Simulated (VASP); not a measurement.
# ZrC: single point with PBE

The system is ZrC.

```
Zr C
1.0
     3.32224    0.00000    0.00000
    -1.66112    2.87715    0.00000
     0.00000    0.00000    5.18206
Zr C
2 2
Direct
  0.66667 0.33333 0.75000
  0.33333 0.66667 0.25000
  0.00000 0.00000 0.50000
  0.00000 0.00000 0.00000
```

| Quantity | Value |
| --- | --- |
| Program | VASP 6.6.1 |
| Task | single point |
| Functional | PBE |
| Potentials or basis | VASP PAW PBE potentials, release 64 (Zr_sv, C) |
| Cutoff | 520 eV |
| k mesh | 9 × 9 × 5 |
| Occupations | fermi-dirac, width 0.05 eV |
| Spin | no spin polarisation |
| Dipole correction | no |
| Further INCAR settings | ALGO = Normal; EDIFF = 1e-07; NBANDS = 24 |

- Pressure: 12.8 GPa
- Band gap on the k mesh: zero (band 16 reaches 11.45 eV, above the bottom of band 17 at 10.43 eV)

Stress tensor (GPa, compression positive):
```
12.11  0.00  0.00
 0.00 12.11  0.00
 0.00  0.00 14.18
```

Levels at points of the mesh, in eV from the Fermi level:
```
           k point  band 14  band 15  band 16  band 17  band 18  band 19
(0.00, 0.00, 0.00)    -1.17    -1.17     1.00     1.32     1.32     1.75
```

Run time: 24 s on 1 thread of Intel(R) Xeon(R) 6975P-C (Granite Rapids) (shared host), peak memory 0.18 GiB.
